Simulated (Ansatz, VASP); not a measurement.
**Two plane-wave programs on SnO2**

File INCAR:

```
SYSTEM = SnO2
ALGO = Normal ; EDIFF = 1E-6
ENCUT = 520 ; GGA = PS
ISIF = 2 ; ISMEAR = 0
LASPH = .TRUE. ; LCHARG = .TRUE.
LELF = .TRUE. ; LREAL = .FALSE.
LVHAR = .TRUE. ; LWAVE = .FALSE.
NBANDS = 20 ; NELM = 100
PREC = Accurate ; SIGMA = 0.05
```

KPOINTS

```
k-points
0
G
  12 12 12
  0 0 0
```

Contents of POSCAR:

```
SnO2
1.0
    1.6392477882      0.9464201518      4.6717078071
   -1.6392477882      0.9464201518      4.6717078071
    0.0000000000     -1.8928403036      4.6717078071
Sn O
1 2
Direct
    0.5000000000      0.5000000000      0.5000000000
    0.2371700000      0.2371700000      0.2371700000
    0.7628300000      0.7628300000      0.7628300000
```

Input for Ansatz:

```yaml
crystal:
  lattice:
    - [1.6392477882, 0.9464201518, 4.6717078071]
    - [-1.6392477882, 0.9464201518, 4.6717078071]
    - [0.0, -1.8928403036, 4.6717078071]
  atoms:
    - { symbol: Sn, position: [0.5, 0.5, 0.5] }
    - { symbol: O, position: [0.23717, 0.23717, 0.23717] }
    - { symbol: O, position: [0.76283, 0.76283, 0.76283] }
basis:
  ecutwfc: 420
kpoints:
  mp_grid: { grid: [12, 12, 12] }
hamiltonian:
  xc: pbesol
scf:
  occupations: { method: gaussian, width: 0.05 }
output:
  forces: true
  stress: true
  eigenvalues: true
```

Alike in both runs: task single point; functional PBEsol; k mesh 12 × 12 × 12; occupations gaussian, width 0.05 eV; no spin polarisation.

|  | VASP | Ansatz |
| --- | --- | --- |
| version | VASP 6.6.1 | Ansatz 0.2.0 |
| potentials or method | VASP PAW PBE potentials, release 64 (Sn_d, O), cutoff 520 eV | scalar-relativistic, plane waves, PAW |
| valence electrons in the cell | 26 | 26 |

Ansatz gave:

- gap on the k mesh at the Fermi level (eV): 1.58
- least direct gap on the mesh (eV): 1.67
- pressure (GPa): -7.4
- traceless stress, the component that is largest in VASP (GPa): 4.15
- rms of the force components (eV/Å): 0.138

Task: Which values does VASP return?

Result: gap on the k mesh at the Fermi level (eV): 1.56; least direct gap on the mesh (eV): 1.66; pressure (GPa): -6.9; traceless stress, the component that is largest in VASP (GPa): 3.78; rms of the force components (eV/Å): 0.118.

VASP's potentials were made for PBE, not for PBEsol. Atom by atom the forces differ by 0.020 eV/Å (rms over components).
